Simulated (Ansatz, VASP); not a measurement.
One calculation of Se, two programs

The input INCAR:

```
SYSTEM = Se
PREC = Accurate ; ENCUT = 520
EDIFF = 1E-6 ; ISMEAR = -1
SIGMA = 0.1 ; LREAL = .False.
LASPH = .True. ; NELM = 80
ALGO = Normal ; ISIF = 2
LWAVE = .False. ; LCHARG = .False.
GGA = B5 ; ALDAX = 1.0
AGGAX = 1.0 ; AGGAC = 1.0
ALDAC = 0.0 ; NBANDS = 9
```

Contents of KPOINTS:

```
regular mesh
0
Gamma
  14 14 14
  0 0 0
```

File POSCAR:

```
Se
1.0
   -1.8521241266      1.8521241266      1.8521241266
    1.8521241266     -1.8521241266      1.8521241266
    1.8521241266      1.8521241266     -1.8521241266
Se
1
Direct
    0.0000000000      0.0000000000      0.0000000000
```

Input for Ansatz:

```yaml
crystal:
  lattice:
    - [-1.8521241266, 1.8521241266, 1.8521241266]
    - [1.8521241266, -1.8521241266, 1.8521241266]
    - [1.8521241266, 1.8521241266, -1.8521241266]
  atoms:
    - { symbol: Se, position: [0.0, 0.0, 0.0] }
hamiltonian:
  xc: blyp
  pseudopotentials:
    kind: paw
    azcp:
      Se: "pseudopotentials/Se.paw.azcp"
basis:
  ecutwfc: 420
  fft_grid_basis: typed
kpoints:
  mp_grid: { grid: [14, 14, 14], shift: [0, 0, 0] }
magnetization:
  spin_polarized: false
scf:
  occupations: { method: fermi_dirac, width: 0.1 }
  lower_state_search: "off"
output:
  stress: true
```

Alike in both runs: task single point; functional BLYP; k mesh 14 × 14 × 14; occupations fermi-dirac, width 0.1 eV; no spin polarisation.

|  | VASP | Ansatz |
| --- | --- | --- |
| version | VASP 6.6.1 | Ansatz 0.2.0 |
| potentials or method | VASP PAW PBE potentials, release 64 (Se), cutoff 520 eV | plane waves (420 eV) with PAW, scalar-relativistic |
| valence electrons in the cell | 6 | 16 |

```csv
,VASP,Ansatz,Ansatz less VASP
pressure (GPa),-4.5,-4.6,-0.09
```

VASP's potentials were made for PBE, not for BLYP. With one functional, cell and mesh, what is left measures potentials, basis and numerics. VASP's potentials hold 6 valence electrons a cell and Ansatz's 16, so a difference there can come from the potentials and not from the codes.
